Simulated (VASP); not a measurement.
A run of VASP 6.6.1 is set up as follows.

Contents of INCAR:

```
  PREC = Accurate
  ENCUT = 520
  EDIFF = 1E-6
  ISMEAR = 0
  SIGMA = 0.1
  LREAL = F
  LASPH = T
  NELM = 100
  ALGO = Normal
  ISIF = 2
  LWAVE = F
  LCHARG = F
  GGA = PE
  NBANDS = 30
```

The input KPOINTS:

```
Automatic mesh
0
Gamma
  9 9 6
```

File POSCAR:

```
Na
1.0
    6.1967519120      0.0000000000      0.0000000000
   -3.0983759560      5.3665445767      0.0000000000
    0.0000000000      0.0000000000      8.1520805872
Na
6
Direct
    0.1802373592      0.8197626408      0.3333333333
    0.1802373592      0.3604747184      0.0000000000
    0.6395252816      0.8197626408      0.6666666667
    0.3604747184      0.1802373592      0.6666666667
    0.8197626408      0.6395252816      0.0000000000
    0.8197626408      0.1802373592      0.3333333333
```

Potentials or basis: VASP PAW PBE potentials, release 64 (Na_pv).

Command:

```sh
$ cat potpaw_PBE.64/Na_pv/POTCAR > POTCAR
$ mpirun -np 1 vasp_std > vasp.out
```

What does it give for the pressure?

0.0 GPa.

What does it give for the band gap on the k mesh?

Zero (band 21 reaches 1.33 eV, above the bottom of band 22 at -0.93 eV).
